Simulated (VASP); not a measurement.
# BaNb (Pmmn) in VASP: single point with PBE

Aim: the single point of BaNb with PBE.

Program: VASP 6.6.1. These are calculated values, not measurements. Logs are shortened: lines on timing, memory, paths and dates and some standing lists are left out, and cuts for length are marked.

### Step 1. The cell of the first run

It takes space group Pmmn (No. 59, orthorhombic). Conventional cell: a = 3.182 Å, b = 5.238 Å, c = 6.546 Å, α = 90.00°, β = 90.00°, γ = 90.00°. Within 4.1 Å of Ba (site symmetry mm2) lie 6 Ba at 3.15 to 3.18 Å and 6 Nb at 3.53 to 3.75 Å. Within 4.2 Å of Nb (site symmetry mm2) lie 6 Nb at 3.18 to 3.21 Å and 6 Ba at 3.53 to 3.75 Å.

### Step 2. Single point, PBE

The input, INCAR:

```
SYSTEM = BaNb
PREC = Accurate ; ENCUT = 520
EDIFF = 1E-6 ; ISMEAR = 0
SIGMA = 0.1 ; LREAL = .False.
LASPH = .True. ; NELM = 80
ALGO = Fast ; ISIF = 2
LWAVE = .False. ; LCHARG = .True.
GGA = PE ; LELF = .True.
LVHAR = .True. ; NBANDS = 31
```

The input, KPOINTS:

```
Automatic mesh
0
Gamma
  6 4 4
  0 0 0
```

The input, POSCAR:

```
BaNb
1.0
    3.1820173700      0.0000000000      0.0000000000
    0.0000000000      5.2378071200      0.0000000000
    0.0000000000      0.0000000000      6.5464053900
Ba Nb
2 2
Direct
    0.5000000000      0.0000000000      0.5549007500
    0.0000000000      0.5000000000      0.4450992500
    0.0000000000      0.0000000000      0.0741185000
    0.5000000000      0.5000000000      0.9258815000
```

Potentials or basis: VASP PAW PBE potentials, release 64 (Ba_sv, Nb_sv).

The run is started by

```
> cat potpaw_PBE.64/Ba_sv/POTCAR potpaw_PBE.64/Nb_sv/POTCAR > POTCAR
> mpirun -np 1 vasp_std > vasp.out
```

OUTCAR:

```text
SYSTEM = BaNb
   PREC = Accurate
   ENCUT = 520
   EDIFF = 1E-6
   ISMEAR = 0
   LREAL = .False.
   LASPH = .True.
   NELM = 80
   ISIF = 2
   GGA = PE

 ion  position               nearest neighbor table
   1  0.500  0.000  0.555-   2 3.15   2 3.15   2 3.15   2 3.15   3 3.53   3 3.53   4 3.57   4 3.57
                             3 3.75   3 3.75
   2  0.000  0.500  0.445-   1 3.15   1 3.15   1 3.15   1 3.15   4 3.53   4 3.53   3 3.57   3 3.57
                             4 3.75   4 3.75
   3  0.000  0.000  0.074-   1 3.53   1 3.53   2 3.57   2 3.57   1 3.75   1 3.75
   4  0.500  0.500  0.926-   2 3.53   2 3.53   1 3.57   1 3.57   2 3.75   2 3.75

  LATTYP: Found a simple orthorhombic cell.
 ALAT       =     3.1820173700
 B/A-ratio  =     1.6460649050
 C/A-ratio  =     2.0573129021

  Lattice vectors:

 A1 = (   3.1820173700,   0.0000000000,   0.0000000000)
 A2 = (   0.0000000000,   5.2378071200,   0.0000000000)
 A3 = (   0.0000000000,   0.0000000000,   6.5464053900)

Analysis of symmetry for initial positions (statically):
=====================================================================
 Subroutine PRICEL returns:
 Original cell was already a primitive cell.

 Routine SETGRP: Setting up the symmetry group for a
 simple orthorhombic supercell.

 Subroutine GETGRP returns: Found  8 space group operations
 (whereof  4 operations were pure point group operations)
 out of a pool of  8 trial point group operations.

The static configuration has the point symmetry C_2v.
 The point group associated with its full space group is D_2h.

Analysis of symmetry for dynamics (positions and initial velocities):
=====================================================================
 Subroutine PRICEL returns:
 Original cell was already a primitive cell.

 Routine SETGRP: Setting up the symmetry group for a
 simple orthorhombic supercell.

 Subroutine GETGRP returns: Found  8 space group operations
 (whereof  4 operations were pure point group operations)
 out of a pool of  8 trial point group operations.

The dynamic configuration has the point symmetry C_2v.
 The point group associated with its full space group is D_2h.

 Subroutine INISYM returns: Found  8 space group operations
 (whereof  4 operations are pure point group operations),
 and found     1 'primitive' translations

----------------------------------------------------------------------------------------

                                     Primitive cell

  volume of cell :     109.1076

  direct lattice vectors                    reciprocal lattice vectors
     3.182017370  0.000000000  0.000000000     0.314266041  0.000000000  0.000000000
     0.000000000  5.237807120  0.000000000     0.000000000  0.190919592  0.000000000
     0.000000000  0.000000000  6.546405390     0.000000000  0.000000000  0.152755587

  length of vectors
     3.182017370  5.237807120  6.546405390     0.314266041  0.190919592  0.152755587

  position of ions in fractional coordinates (direct lattice)
     0.500000000  0.000000000  0.554900750
     0.000000000  0.500000000  0.445099250
     0.000000000  0.000000000  0.074118500
     0.500000000  0.500000000  0.925881500

  ion indices of the primitive-cell ions
   primitive index   ion index
                 1           1
                 2           2
                 3           3
                 4           4

----------------------------------------------------------------------------------------

 KPOINTS: Automatic mesh

Automatic generation of k-mesh.
 Grid dimensions read from file:
 generate k-points for:    6    4    4

 Generating k-lattice:

  Cartesian coordinates                     Fractional coordinates (reciprocal lattice)
     0.052377673  0.000000000  0.000000000     0.166666667  0.000000000  0.000000000
     0.000000000  0.047729898  0.000000000     0.000000000  0.250000000  0.000000000
     0.000000000  0.000000000  0.038188897     0.000000000  0.000000000  0.250000000

  Length of vectors
     0.052377673  0.047729898  0.038188897

  Shift w.r.t. Gamma in fractional coordinates (k-lattice)
     0.000000000  0.000000000  0.000000000

 Subroutine IBZKPT returns following result:
 ===========================================

 Found     36 irreducible k-points:

 Following reciprocal coordinates:
            Coordinates               Weight
  0.000000  0.000000  0.000000      1.000000
  0.166667  0.000000  0.000000      2.000000
  0.333333  0.000000  0.000000      2.000000
  0.500000  0.000000  0.000000      1.000000
  0.000000  0.250000  0.000000      2.000000
  0.166667  0.250000  0.000000      4.000000
[... 16 lines left out ...]
  0.333333  0.500000  0.250000      4.000000
  0.500000  0.500000  0.250000      2.000000
 [... further k-points ...]
   k-points           NKPTS =     36   k-points in BZ     NKDIM =     36   number of bands    NBANDS=     31
   number of dos      NEDOS =    301   number of ions     NIONS =      4
   total plane-waves  NPLWV =  48000
   dimension x,y,z NGX =    24 NGY =   40 NGZ =   50
   dimension x,y,z NGXF=    48 NGYF=   80 NGZF=  100
   ions per type =               2   2
   NGX,Y,Z   is equivalent  to a cutoff of  12.54, 12.70, 12.70 a.u.
   NGXF,Y,Z  is equivalent  to a cutoff of  25.08, 25.39, 25.39 a.u.
 SYSTEM =  BaNb
   PREC   = accura    normal or accurate (medium, high low for compatibility)
   ISTART =      0    job   : 0-new  1-cont  2-samecut
   ICHARG =      2    charge: 1-file 2-atom 10-const
   ISPIN  =      1    spin polarized calculation?
   LNONCOLLINEAR =      F non collinear calculations
   LSORBIT =      F    spin-orbit coupling
   LASPH  =      T    aspherical Exc in radial PAW
   ENCUT  =  520.0 eV  38.22 Ry    6.18 a.u.   5.92  9.74 12.17*2*pi/ulx,y,z
   NELM   =     80;   NELMIN=  2; NELMDL= -5     # of ELM steps
   EDIFF  = 0.1E-05   stopping-criterion for ELM
   LREAL  =      F    real-space projection
   EDIFFG = 0.1E-04   stopping-criterion for IOM
   NSW    =      0    number of steps for IOM
   IBRION =     -1    ionic relax: 0-MD 1-quasi-New 2-CG
   NFREE  =      0    steps in history (QN), initial steepest desc. (CG)
   ISIF   =      2    stress and relaxation
   ISYM   =      2    0-nonsym 1-usesym 2-fastsym
   POTIM  = 0.5000    time-step for ionic-motion
   TEBEG  =    0.0;   TEEND  =   0.0 temperature during run
   PSTRESS=    0.0 pullay stress
   NELECT =      46.0000    total number of electrons
   NUPDOWN=      -1.0000    fix difference up-down
   EMIN   =  10.00;   EMAX   =-10.00  energy-range for DOS
   EFERMI =   0.00;   METHOD = LEGACY
   ISMEAR =     0;   SIGMA  =   0.10  broadening in eV -4-tet -1-fermi 0-gaus
   EFERMI_NEDOS =   21; number of points for ismear=-14 and -15
   IALGO  =     68    algorithm
   IMIX   =      4    mixing-type and parameters
     AMIX     =   0.40;   BMIX     =  1.00
     AMIX_MAG =   1.60;   BMIX_MAG =  1.00
  volume/ion in A,a.u.               =      27.28       184.07
  Fermi-wavevector in a.u.,A,eV,Ry     =   1.227559  2.319751 20.502642  1.506902
  Thomas-Fermi vector in A             =   2.362518
   LORBIT       =      0    0 simple, 1 ext, 2 COOP (PROOUT), +10 PAW based schemes
   GGA     = PE    functional components
   LHFCALC =     F    Hartree Fock is set to
   AEXX    =    0.0000 exact exchange contribution
   IVDW    =     0    specifies the selected vdW correction
   LEPSILON=     F    determine dielectric tensor
   LRPA    =     F    only Hartree local field effects (RPA)
 non-spin polarized calculation
 RMM-DIIS sequential band-by-band and
 Gauss-broadening in eV      SIGMA  =   0.10
  energy-cutoff  :      520.00
  volume of cell :      109.11
 maximum number of plane-waves:      2968
 NGX is ok and might be reduce to    24
   NGX = 11   NGY = 19   NGZ = 25

 number of electron      46.0000001 magnetization

 Free energy of the ion-electron system (eV)
  ---------------------------------------------------
  ext. energy  EPLUGINS =         0.00000000
  ---------------------------------------------------
  free energy    TOTEN  =       -18.57316914 eV

  energy without entropy =      -18.53829923  energy(sigma->0) =      -18.55573418

 E-fermi :   6.0943     XC(G=0): -10.5389

 val. band max:        6.0895213875   @ k =   0.0000   0.0000   0.5000
 cond. band min:       6.1000845269   @ k =   0.0000   0.2500   0.5000
 fundamental gap:      0.0105631395
 Fermi energy:         6.0942582263

 k-point     1 :       0.0000    0.0000    0.0000
  band No.  band energies     occupation
      1     -48.9508      2.00000
      2     -48.9019      2.00000
      3     -25.1312      2.00000
      4     -24.9516      2.00000
      5     -24.9513      2.00000
      6     -24.7748      2.00000
[... 23 lines left out ...]
     30       9.4410      0.00000
     31       9.4989      0.00000

 k-point     2 :       0.1667    0.0000    0.0000
  band No.  band energies     occupation
      1     -48.9406      2.00000
      2     -48.8982      2.00000
      3     -25.0987      2.00000
      4     -24.9486      2.00000
      5     -24.9453      2.00000
      6     -24.8450      2.00000
[... 23 lines left out ...]
     30       8.2395      0.00000
     31       8.3165      0.00000

 k-point     3 :       0.3333    0.0000    0.0000
  band No.  band energies     occupation
      1     -48.9178      2.00000
      2     -48.8932      2.00000
      3     -25.0154      2.00000
      4     -25.0151      2.00000
      5     -24.9791      2.00000
      6     -24.9052      2.00000
[... 23 lines left out ...]
     30       8.9947      0.00000
     31      10.4286      0.00000

 k-point     4 :       0.5000    0.0000    0.0000
  band No.  band energies     occupation
      1     -48.8985      2.00000
      2     -48.8985      2.00000
      3     -25.0674      2.00000
      4     -25.0674      2.00000
      5     -24.9144      2.00000
      6     -24.9144      2.00000
[... 23 lines left out ...]
     30       7.7630      0.00000
     31      11.3130      0.00000

 k-point     5 :       0.0000    0.2500    0.0000
  band No.  band energies     occupation
      1     -48.9437      2.00000
      2     -48.9091      2.00000
      3     -25.0998      2.00000
      4     -24.9714      2.00000
      5     -24.9298      2.00000
      6     -24.7974      2.00000
[... 23 lines left out ...]
     30       9.0637      0.00000
     31       9.7831      0.00000
[... 542 lines left out ...]
     30       8.3317      0.00000
     31       8.4973      0.00000

 k-point    22 :       0.1667    0.5000    0.2500
  band No.  band energies     occupation
      1     -48.9195      2.00000
      2     -48.9195      2.00000
      3     -25.0220      2.00000
      4     -25.0220      2.00000
      5     -24.8935      2.00000
      6     -24.8935      2.00000
[... 23 lines left out ...]
     30       8.4089      0.00000
     31       8.6362      0.00000

 k-point    23 :       0.3333    0.5000    0.2500
  band No.  band energies     occupation
      1     -48.9055      2.00000
      2     -48.9055      2.00000
      3     -25.0677      2.00000
      4     -25.0677      2.00000
      5     -24.9296      2.00000
      6     -24.9296      2.00000
[... 23 lines left out ...]
     30       8.0498      0.00000
     31       9.1851      0.00000

 k-point    24 :       0.5000    0.5000    0.2500
  band No.  band energies     occupation
      1     -48.8985      2.00000
      2     -48.8985      2.00000
      3     -25.1300      2.00000
      4     -25.1300      2.00000
      5     -24.9150      2.00000
      6     -24.9150      2.00000
[... 23 lines left out ...]
     30       8.0881      0.00000
     31       9.3346      0.00000

 [... further k-points ...]
[... 5 lines left out ...]
  --------------------------------------------------------------------------------------
  -------------------------------------------------------------------------------------
  Total        2.1745853      3.3163118      0.0445039      0.0000000      0.0000000      0.0000000
  in kB       31.9324383     48.6979853      0.6535123      0.0000000      0.0000000      0.0000000
  external PRESSURE =      27.0946453 kB  Pullay stress =       0.0000000 kB

 VOLUME and BASIS-vectors are now :
 -----------------------------------------------------------------------------
  energy-cutoff  :      520.00
  volume of cell :      109.11
      direct lattice vectors                 reciprocal lattice vectors
     3.182017370  0.000000000  0.000000000     0.314266041  0.000000000  0.000000000
     0.000000000  5.237807120  0.000000000     0.000000000  0.190919592  0.000000000
     0.000000000  0.000000000  6.546405390     0.000000000  0.000000000  0.152755587

 POSITION                                       TOTAL-FORCE (eV/Angst)
 -----------------------------------------------------------------------------------
      1.59101      0.00000      3.63261         0.000000      0.000000      1.752071
      0.00000      2.61890      2.91380         0.000000      0.000000     -1.752071
      0.00000      0.00000      0.48521         0.000000      0.000000     -1.513038
      1.59101      2.61890      6.06120         0.000000      0.000000      1.513038
 -----------------------------------------------------------------------------------
    total drift:                                0.000000     -0.000000      0.000000

  FREE ENERGIE OF THE ION-ELECTRON SYSTEM (eV)
  ---------------------------------------------------
  free  energy   TOTEN  =       -18.5731691369 eV

  energy  without entropy=      -18.5382992253  energy(sigma->0) =      -18.55573418
```

Run time: 2.7 min. Hardware: 1 thread of AMD EPYC 9R45 (Zen 5), shared host; peak memory 0.25 GiB.

What came out:

* Free energy: -18.5732 eV
* Pressure: 2.7 GPa
* Largest force: 1.752 eV/Å
* Band gap on the k mesh: zero (band 23 reaches 6.69 eV, above the bottom of band 24 at 5.47 eV)

Forces in eV/Å, atoms in the order of the input:
```
Ba   0.000  0.000  1.752
Ba   0.000  0.000 -1.752
Nb   0.000  0.000 -1.513
Nb   0.000  0.000  1.513
```

Stress tensor (GPa, compression positive):
```
3.19 0.00 0.00
0.00 4.87 0.00
0.00 0.00 0.07
```

Levels at points of the mesh, in eV from the Fermi level:
| k point | band 20 | band 21 | band 22 | band 23 | band 24 | band 25 | band 26 | band 27 |
| --- | --- | --- | --- | --- | --- | --- | --- | --- |
| (0.00, 0.00, 0.00) | -1.66 | -0.78 | -0.12 | 0.52 | 0.55 | 0.75 | 1.29 | 1.54 |
| (0.50, 0.00, 0.00) | -1.24 | -1.02 | -1.02 | -0.20 | -0.20 | 0.80 | 0.80 | 1.53 |
| (0.00, 0.50, 0.00) | -1.27 | -0.74 | -0.74 | 0.29 | 0.29 | 0.57 | 0.57 | 1.24 |
| (0.50, 0.50, 0.00) | -0.92 | -0.56 | -0.56 | -0.50 | -0.50 | 0.38 | 0.38 | 0.71 |
| (0.00, 0.00, 0.50) | -1.19 | -0.56 | -0.52 | 0.00 | 0.19 | 0.46 | 0.56 | 0.78 |
| (0.50, 0.00, 0.50) | -1.55 | -1.44 | -1.44 | 0.59 | 0.59 | 0.68 | 0.68 | 1.83 |
| (0.00, 0.50, 0.50) | -0.76 | -0.67 | -0.67 | -0.09 | -0.09 | 0.39 | 0.39 | 1.35 |
| (0.50, 0.50, 0.50) | -1.62 | -0.78 | -0.78 | -0.62 | -0.62 | 0.99 | 0.99 | 2.26 |

Caveat: spin-orbit coupling is left out, which moves the levels of the heavy elements; forces of over 1 eV/Å act on the atoms, so gaps and moduli don't describe the material at rest.
